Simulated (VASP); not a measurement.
# N (Cm) in VASP: notebook

N is run at these levels: PBEsol; tasks: single point.

Program: VASP 6.6.1. These are calculated values, not measurements. Logs are shortened: lines on timing, memory, paths and dates and some standing lists are left out, and cuts for length are marked.

## 1. The cell of the first run

The structure is monoclinic, space group Cm (No. 8). The conventional cell has a = 7.218 Å, b = 4.167 Å, c = 7.006 Å, α = 90.00°, β = 90.00°, γ = 90.00°. N (site symmetry m) has 1 N at 1.62 Å within 2.2 Å. Within 2.2 Å of N (site symmetry m) lie 1 N at 1.62 Å. N (site symmetry m) has 1 N at 1.11 Å within 1.5 Å. Within 1.5 Å of N (site symmetry m) lie 1 N at 1.11 Å.

## 2. Single point, PBEsol (atom 1 (N) moved by (-0.450, +0.450) A along y and z)

INCAR

```
SYSTEM = N
PREC = Accurate
ENCUT = 520
EDIFF = 1E-6
ISMEAR = 0
SIGMA = 0.05
LREAL = .False.
LASPH = .True.
NELM = 80
ALGO = Normal
ISIF = 2
LWAVE = .False.
LCHARG = .False.
GGA = PS
NBANDS = 18
```

KPOINTS

```
regular mesh
0
Gamma
  6 6 4
  0 0 0
```

POSCAR

```
N
1.0
    4.1672328106      0.0000000000      0.0000000000
   -2.0836164053      3.6089294775      0.0000000000
    0.0000000000      0.0000000000      7.0060035100
N
4
Direct
    0.2709879754      0.5419759508      0.3931606673
    0.3333333333      0.6666666667      0.1710699600
    0.6666666667      0.3333333333      0.8289300400
    0.6666666667      0.3333333333      0.6710699600
```

Potentials or basis: VASP PAW PBE potentials, release 64 (N).

On the command line:

```console
$ cat potpaw_PBE.64/N/POTCAR > POTCAR
$ mpirun -np 1 vasp_std > vasp.out
```

OUTCAR:

```text
SYSTEM = N
   PREC = Accurate
   ENCUT = 520
   EDIFF = 1E-6
   ISMEAR = 0
   LREAL = .False.
   LASPH = .True.
   NELM = 80
   ISIF = 2
   GGA = PS

 ion  position               nearest neighbor table
   1  0.271  0.542  0.393-   2 1.62
   2  0.333  0.667  0.171-   1 1.62
   3  0.667  0.333  0.829-   4 1.11
   4  0.667  0.333  0.671-   3 1.11

  LATTYP: Found a hexagonal cell.
 ALAT       =     4.1672328106
 C/A-ratio  =     1.6812124084

  Lattice vectors:

 A1 = (   4.1672328106,   0.0000000000,   0.0000000000)
 A2 = (  -2.0836164053,   3.6089294775,   0.0000000000)
 A3 = (   0.0000000000,   0.0000000000,   7.0060035100)

Analysis of symmetry for initial positions (statically):
=====================================================================
 Subroutine PRICEL returns:
 Original cell was already a primitive cell.

 Routine SETGRP: Setting up the symmetry group for a
 hexagonal supercell.

 Subroutine GETGRP returns: Found  2 space group operations
 (whereof  2 operations were pure point group operations)
 out of a pool of 24 trial point group operations.

The static configuration has the point symmetry C_1h.

Analysis of symmetry for dynamics (positions and initial velocities):
=====================================================================
 Subroutine PRICEL returns:
 Original cell was already a primitive cell.

 Routine SETGRP: Setting up the symmetry group for a
 hexagonal supercell.

 Subroutine GETGRP returns: Found  2 space group operations
 (whereof  2 operations were pure point group operations)
 out of a pool of 24 trial point group operations.

The dynamic configuration has the point symmetry C_1h.

 Subroutine INISYM returns: Found  2 space group operations
 (whereof  2 operations are pure point group operations),
 and found     1 'primitive' translations

----------------------------------------------------------------------------------------

                                     Primitive cell

  volume of cell :     105.3650

  direct lattice vectors                    reciprocal lattice vectors
     4.167232811  0.000000000  0.000000000     0.239967395  0.138545240  0.000000000
    -2.083616405  3.608929477  0.000000000     0.000000000  0.277090480  0.000000000
     0.000000000  0.000000000  7.006003510     0.000000000  0.000000000  0.142734727

  length of vectors
     4.167232811  4.167232811  7.006003510     0.277090480  0.277090480  0.142734727

  position of ions in fractional coordinates (direct lattice)
     0.270987975  0.541975951  0.393160667
     0.333333333  0.666666667  0.171069960
     0.666666667  0.333333333  0.828930040
     0.666666667  0.333333333  0.671069960

  ion indices of the primitive-cell ions
   primitive index   ion index
                 1           1
                 2           2
                 3           3
                 4           4

----------------------------------------------------------------------------------------

 KPOINTS: regular mesh

Automatic generation of k-mesh.
 Grid dimensions read from file:
 generate k-points for:    6    6    4

 Generating k-lattice:

  Cartesian coordinates                     Fractional coordinates (reciprocal lattice)
     0.039994566  0.023090873  0.000000000     0.166666667  0.000000000  0.000000000
     0.000000000  0.046181747  0.000000000     0.000000000  0.166666667  0.000000000
     0.000000000  0.000000000  0.035683682     0.000000000  0.000000000  0.250000000

  Length of vectors
     0.046181747  0.046181747  0.035683682

  Shift w.r.t. Gamma in fractional coordinates (k-lattice)
     0.000000000  0.000000000  0.000000000

 Subroutine IBZKPT returns following result:
 ===========================================

 Found     47 irreducible k-points:

 Following reciprocal coordinates:
            Coordinates               Weight
  0.000000  0.000000  0.000000      1.000000
  0.166667  0.000000  0.000000      4.000000
  0.000000  0.166667  0.000000      2.000000
  0.333333  0.000000  0.000000      4.000000
  0.000000  0.333333  0.000000      2.000000
  0.500000  0.000000  0.000000      2.000000
[... 16 lines left out ...]
  0.500000  0.000000  0.250000      4.000000
  0.000000  0.500000  0.250000      2.000000
 [... further k-points ...]
   k-points           NKPTS =     47   k-points in BZ     NKDIM =     47   number of bands    NBANDS=     18
   number of dos      NEDOS =    301   number of ions     NIONS =      4
   total plane-waves  NPLWV =  55296
   dimension x,y,z NGX =    32 NGY =   32 NGZ =   54
   dimension x,y,z NGXF=    64 NGYF=   64 NGZF=  108
   ions per type =               4
   NGX,Y,Z   is equivalent  to a cutoff of  12.77, 12.77, 12.81 a.u.
   NGXF,Y,Z  is equivalent  to a cutoff of  25.53, 25.53, 25.63 a.u.
 SYSTEM =  N
   PREC   = accura    normal or accurate (medium, high low for compatibility)
   ISTART =      0    job   : 0-new  1-cont  2-samecut
   ICHARG =      2    charge: 1-file 2-atom 10-const
   ISPIN  =      1    spin polarized calculation?
   LNONCOLLINEAR =      F non collinear calculations
   LSORBIT =      F    spin-orbit coupling
   LASPH  =      T    aspherical Exc in radial PAW
   ENCUT  =  520.0 eV  38.22 Ry    6.18 a.u.   7.75  7.75 13.03*2*pi/ulx,y,z
   NELM   =     80;   NELMIN=  2; NELMDL= -5     # of ELM steps
   EDIFF  = 0.1E-05   stopping-criterion for ELM
   LREAL  =      F    real-space projection
   EDIFFG = 0.1E-04   stopping-criterion for IOM
   NSW    =      0    number of steps for IOM
   IBRION =     -1    ionic relax: 0-MD 1-quasi-New 2-CG
   NFREE  =      0    steps in history (QN), initial steepest desc. (CG)
   ISIF   =      2    stress and relaxation
   ISYM   =      2    0-nonsym 1-usesym 2-fastsym
   POTIM  = 0.5000    time-step for ionic-motion
   TEBEG  =    0.0;   TEEND  =   0.0 temperature during run
   PSTRESS=    0.0 pullay stress
   NELECT =      20.0000    total number of electrons
   NUPDOWN=      -1.0000    fix difference up-down
   EMIN   =  10.00;   EMAX   =-10.00  energy-range for DOS
   EFERMI =   0.00;   METHOD = LEGACY
   ISMEAR =     0;   SIGMA  =   0.05  broadening in eV -4-tet -1-fermi 0-gaus
   EFERMI_NEDOS =   21; number of points for ismear=-14 and -15
   IALGO  =     38    algorithm
   IMIX   =      4    mixing-type and parameters
     AMIX     =   0.40;   BMIX     =  1.00
     AMIX_MAG =   1.60;   BMIX_MAG =  1.00
  volume/ion in A,a.u.               =      26.34       177.76
  Fermi-wavevector in a.u.,A,eV,Ry     =   0.940848  1.777944 12.043801  0.885194
  Thomas-Fermi vector in A             =   2.068300
   LORBIT       =      0    0 simple, 1 ext, 2 COOP (PROOUT), +10 PAW based schemes
   GGA     = PS    functional components
   LHFCALC =     F    Hartree Fock is set to
   AEXX    =    0.0000 exact exchange contribution
   IVDW    =     0    specifies the selected vdW correction
   LEPSILON=     F    determine dielectric tensor
   LRPA    =     F    only Hartree local field effects (RPA)
 non-spin polarized calculation
 Gauss-broadening in eV      SIGMA  =   0.05
  energy-cutoff  :      520.00
  volume of cell :      105.37
 maximum number of plane-waves:      2882
   NGX = 15   NGY = 15   NGZ = 27

 number of electron      20.0000001 magnetization

 Free energy of the ion-electron system (eV)
  ---------------------------------------------------
  ext. energy  EPLUGINS =         0.00000000
  ---------------------------------------------------
  free energy    TOTEN  =       -27.61251507 eV

  energy without entropy =      -27.61251507  energy(sigma->0) =      -27.61251507

 E-fermi :  -5.1279     XC(G=0):  -6.0554

 val. band max:       -5.4207209685   @ k =   0.0000   0.0000   0.0000
 cond. band min:      -2.5613675238   @ k =   0.0000   0.5000   0.0000
 fundamental gap:      2.8593534446
 Fermi energy:        -5.1279274438

 k-point     1 :       0.0000    0.0000    0.0000
  band No.  band energies     occupation
      1     -25.3382      2.00000
      2     -18.8160      2.00000
      3     -13.3025      2.00000
      4     -10.4584      2.00000
      5      -8.5837      2.00000
      6      -8.5745      2.00000
[... 10 lines left out ...]
     17       4.3216      0.00000
     18       6.4722      0.00000

 k-point     2 :       0.1667    0.0000    0.0000
  band No.  band energies     occupation
      1     -25.3345      2.00000
      2     -18.8039      2.00000
      3     -13.2809      2.00000
      4     -10.4640      2.00000
      5      -8.6701      2.00000
      6      -8.5925      2.00000
[... 10 lines left out ...]
     17       4.7413      0.00000
     18       6.7521      0.00000

 k-point     3 :       0.0000    0.1667    0.0000
  band No.  band energies     occupation
      1     -25.3346      2.00000
      2     -18.8032      2.00000
      3     -13.2868      2.00000
      4     -10.4569      2.00000
      5      -8.6593      2.00000
      6      -8.5998      2.00000
[... 10 lines left out ...]
     17       4.7077      0.00000
     18       6.7494      0.00000

 k-point     4 :       0.3333    0.0000    0.0000
  band No.  band energies     occupation
      1     -25.3274      2.00000
      2     -18.7793      2.00000
      3     -13.2370      2.00000
      4     -10.4753      2.00000
      5      -8.8197      2.00000
      6      -8.6246      2.00000
[... 375 lines left out ...]
      4     -10.4880      2.00000
      5      -8.7933      2.00000
      6      -8.6304      2.00000
[... 10 lines left out ...]
     17       5.5514      0.00000
     18       7.1073      0.00000

 k-point    23 :       0.5000    0.0000    0.2500
  band No.  band energies     occupation
      1     -25.3239      2.00000
      2     -18.7668      2.00000
      3     -13.2176      2.00000
      4     -10.4873      2.00000
      5      -8.8628      2.00000
      6      -8.6402      2.00000
[... 10 lines left out ...]
     17       6.2310      0.00000
     18       6.6845      0.00000

 k-point    24 :       0.0000    0.5000    0.2500
  band No.  band energies     occupation
      1     -25.3240      2.00000
      2     -18.7643      2.00000
      3     -13.2388      2.00000
      4     -10.4626      2.00000
      5      -8.8568      2.00000
      6      -8.6460      2.00000
[... 10 lines left out ...]
     17       6.2969      0.00000
     18       6.5818      0.00000

 [... further k-points ...]
[... 5 lines left out ...]
  --------------------------------------------------------------------------------------
  -------------------------------------------------------------------------------------
  Total        0.1575690     -1.7342490    -19.6064083      0.0000000      5.9471980      0.0000000
  in kB        2.3959887    -26.3709344   -298.1344168      0.0000000     90.4329019      0.0000000
  external PRESSURE =    -107.3697875 kB  Pullay stress =       0.0000000 kB

 VOLUME and BASIS-vectors are now :
 -----------------------------------------------------------------------------
  energy-cutoff  :      520.00
  volume of cell :      105.37
      direct lattice vectors                 reciprocal lattice vectors
     4.167232811  0.000000000  0.000000000     0.239967395  0.138545240  0.000000000
    -2.083616405  3.608929477  0.000000000     0.000000000  0.277090480  0.000000000
     0.000000000  0.000000000  7.006003510     0.000000000  0.000000000  0.142734727

 POSITION                                       TOTAL-FORCE (eV/Angst)
 -----------------------------------------------------------------------------------
     -0.00000      1.95595      2.75449         0.000000      3.883837    -13.410324
     -0.00000      2.40595      1.19852        -0.000000     -3.858946     13.350296
      2.08362      1.20298      5.80749         0.000000      0.007529      0.979761
      2.08362      1.20298      4.70152         0.000000     -0.032420     -0.919733
 -----------------------------------------------------------------------------------
    total drift:                               -0.000000      0.000018     -0.000179

  FREE ENERGIE OF THE ION-ELECTRON SYSTEM (eV)
  ---------------------------------------------------
  free  energy   TOTEN  =       -27.6125150675 eV

  energy  without entropy=      -27.6125150675  energy(sigma->0) =      -27.61251507
```

Wall time 59 s (1 thread of Intel Xeon Platinum 8488C (Sapphire Rapids), shared host); peak memory 0.24 GiB.

Results:

| Item | Value |
| --- | --- |
| Free energy | -27.6125 eV |
| Pressure | -10.7 GPa |
| Largest force | 13.961 eV/Å |
| Band gap on the k mesh | 2.86 eV, indirect (least direct gap 2.97 eV) |

Forces in eV/Å, atoms in the order of the input:
```
N     0.000   3.884 -13.410
N     0.000  -3.859  13.350
N     0.000   0.008   0.980
N     0.000  -0.032  -0.920
```

Caveat: the cell differs from its parent crystal (atom 1 (N) moved by (-0.450, +0.450) A along y and z); the standard files for N, O and F lose accuracy on very short bonds; the PAW data sets were made with another functional, which shifts forces and pressure a little. A k mesh can miss the band edges.

## 3. Single point, PBEsol (atom 1 (N) moved by (+0.450, -0.450) A along y and z)

INCAR

```
SYSTEM = N
  PREC = Accurate
  ENCUT = 520
  EDIFF = 1E-7
  ISMEAR = 0
  SIGMA = 0.05
  LREAL = .False.
  LASPH = .True.
  NELM = 80
  ALGO = Normal
  ISIF = 2
  LWAVE = .False.
  LCHARG = .False.
  GGA = PS
  NBANDS = 18
```

KPOINTS

```
Automatic mesh
0
Gamma
  6 6 4
  0 0 0
```

POSCAR, as its differences from that of step 2:

```diff
@@ -8,3 +8,3 @@
 Direct
-    0.2709879754      0.5419759508      0.3931606673
+    0.3956786913      0.7913573825      0.2646994127
     0.3333333333      0.6666666667      0.1710699600
```

Potentials or basis: VASP PAW PBE potentials, release 64 (N).

On the command line:

```console
$ cat potpaw_PBE.64/N/POTCAR > POTCAR
$ mpirun -np 1 vasp_std > vasp.out
```

Wall time 65 s (1 thread of Intel Xeon Platinum 8488C (Sapphire Rapids), shared host); peak memory 0.24 GiB.

It converged, with:

* Free energy: -16.5120 eV
* Pressure: 63.4 GPa
* Largest force: 159.327 eV/Å
* Band gap on the k mesh: 7.32 eV, indirect (least direct gap 7.35 eV)

Forces on the atoms (eV/Å):
```
N      0.000   90.140  131.377
N      0.000  -90.156 -131.365
N      0.000   -0.034    0.892
N      0.000    0.050   -0.904
```

Stress tensor (GPa, compression positive):
```
 -0.93   0.00   0.00
  0.00  60.36  89.51
  0.00  89.51 130.90
```

Levels at points of the mesh, in eV from the valence-band top:
```csv
k point,band 8,band 9,band 10,band 11,band 12,band 13
"(0.00, 0.00, 0.00)",-1.48,-0.98,0.00,7.87,7.87,9.96
"(0.50, 0.00, 0.00)",-1.52,-0.54,-0.03,7.33,7.75,10.90
"(0.00, 0.50, 0.00)",-1.64,-0.44,-0.05,7.33,7.75,10.93
"(0.00, 0.00, 0.50)",-1.64,-0.53,-0.30,7.87,7.87,10.04
"(0.50, 0.00, 0.50)",-1.51,-0.45,-0.13,7.33,7.76,10.89
"(0.00, 0.50, 0.50)",-1.56,-0.51,-0.04,7.32,7.76,11.44
```

Caveat: the cell differs from its parent crystal (atom 1 (N) moved by (+0.450, -0.450) A along y and z); the standard files for N, O and F lose accuracy on very short bonds; the PAW data sets were made with another functional, which shifts forces and pressure a little. A k mesh can miss the band edges.

## 4. Single point, PBEsol (atom 1 (N) moved by (+0.450, +0.000) A along y and z)

INCAR

```
PREC     = Accurate       # precision mode
ENCUT    = 520            # plane-wave cutoff, eV
EDIFF    = 1E-6           # SCF threshold, eV
ISMEAR   = 0              # smearing method
SIGMA    = 0.05           # smearing width, eV
LREAL    = False          # projectors in reciprocal space
LASPH    = True           # aspherical terms in the spheres
NELM     = 100            # most SCF steps
ALGO     = Normal         # electronic algorithm
ISIF     = 2              # what is computed and relaxed
LWAVE    = False          # write WAVECAR
LCHARG   = False          # write CHGCAR
GGA      = PS             # functional
NBANDS   = 18             # bands
```

KPOINTS

```
regular mesh
0
Gamma
  6 6 4
```

POSCAR, as its differences from that of step 3:

```diff
@@ -8,3 +8,3 @@
 Direct
-    0.3956786913      0.7913573825      0.2646994127
+    0.3956786913      0.7913573825      0.3289300400
     0.3333333333      0.6666666667      0.1710699600
```

Potentials or basis: VASP PAW PBE potentials, release 64 (N).

On the command line:

```console
$ cat potpaw_PBE.64/N/POTCAR > POTCAR
$ mpirun -np 1 vasp_std > vasp.out
```

OUTCAR:

```text
PREC = Accurate
   ENCUT = 520
   EDIFF = 1E-6
   ISMEAR = 0
   LREAL = False
   LASPH = True
   NELM = 100
   ISIF = 2
   GGA = PS

 ion  position               nearest neighbor table
   1  0.396  0.791  0.329-   2 1.19
   2  0.333  0.667  0.171-   1 1.19
   3  0.667  0.333  0.829-   4 1.11
   4  0.667  0.333  0.671-   3 1.11

  LATTYP: Found a hexagonal cell.
 ALAT       =     4.1672328106
 C/A-ratio  =     1.6812124084

  Lattice vectors:
[... 697 lines left out ...]

  FORCE on cell =-STRESS in cart. coord.  units (eV):
  Direction    XX          YY          ZZ          XY          YZ          ZX
  --------------------------------------------------------------------------------------
  -------------------------------------------------------------------------------------
  Total       -0.0066997     -1.4682959     -8.2725879      0.0000000     -3.7089596      0.0000000
  in kB       -0.1018757    -22.3268611   -125.7927075      0.0000000    -56.3983210      0.0000000
  external PRESSURE =     -49.4071481 kB  Pullay stress =       0.0000000 kB

 VOLUME and BASIS-vectors are now :
 -----------------------------------------------------------------------------
  energy-cutoff  :      520.00
  volume of cell :      105.37
      direct lattice vectors                 reciprocal lattice vectors
     4.167232811  0.000000000  0.000000000     0.239967395  0.138545240  0.000000000
    -2.083616405  3.608929477  0.000000000     0.000000000  0.277090480  0.000000000
     0.000000000  0.000000000  7.006003510     0.000000000  0.000000000  0.142734727

 POSITION                                       TOTAL-FORCE (eV/Angst)
 -----------------------------------------------------------------------------------
      0.00000      2.85595      2.30449        -0.000000     -3.521141     -8.535161
     -0.00000      2.40595      1.19852         0.000000      3.467430      8.500604
      2.08362      1.20298      5.80749        -0.000000     -0.024375      0.913344
      2.08362      1.20298      4.70152        -0.000000      0.078086     -0.878787
 -----------------------------------------------------------------------------------
    total drift:                               -0.000000      0.000116      0.000043

  FREE ENERGIE OF THE ION-ELECTRON SYSTEM (eV)
  ---------------------------------------------------
  free  energy   TOTEN  =       -33.6999112006 eV

  energy  without entropy=      -33.6999112006  energy(sigma->0) =      -33.69991120
```

stdout:

```text
POSCAR found type information on POSCAR N
 POSCAR found :  1 types and       4 ions
 scaLAPACK will be used
 -----------------------------------------------------------------------------
|                                                                             |
|                                                                             |
|     You enforced a specific xc type in the INCAR file but a different       |
|     I HOPE YOU KNOW WHAT YOU ARE DOING!                                     |
|                                                                             |
 -----------------------------------------------------------------------------

 LDA part: xc-table for (Slater+PW92), standard interpolation
 POSCAR, INCAR and KPOINTS ok, starting setup
 FFT: planning ... GRIDC
 FFT: planning ... GRID_SOFT
 FFT: planning ... GRID
 WAVECAR not read
 entering main loop
```

Wall time 52 s (1 thread of Intel Xeon Platinum 8488C (Sapphire Rapids), shared host); peak memory 0.24 GiB.

What came out:

- Free energy: -33.6999 eV
- Pressure: -4.9 GPa
- Largest force: 9.233 eV/Å
- Band gap on the k mesh: 6.44 eV, indirect (least direct gap 6.58 eV)

Forces in eV/Å, atoms in the order of the input:
```
N    0.000 -3.521 -8.535
N    0.000  3.467  8.501
N    0.000 -0.024  0.913
N    0.000  0.078 -0.879
```

Stress tensor (GPa, compression positive):
```
 -0.01   0.00   0.00
  0.00  -2.23  -5.64
  0.00  -5.64 -12.58
```

Caveat: the cell differs from its parent crystal (atom 1 (N) moved by (+0.450, +0.000) A along y and z); the standard files for N, O and F lose accuracy on very short bonds; the PAW data sets were made with another functional, which shifts forces and pressure a little.
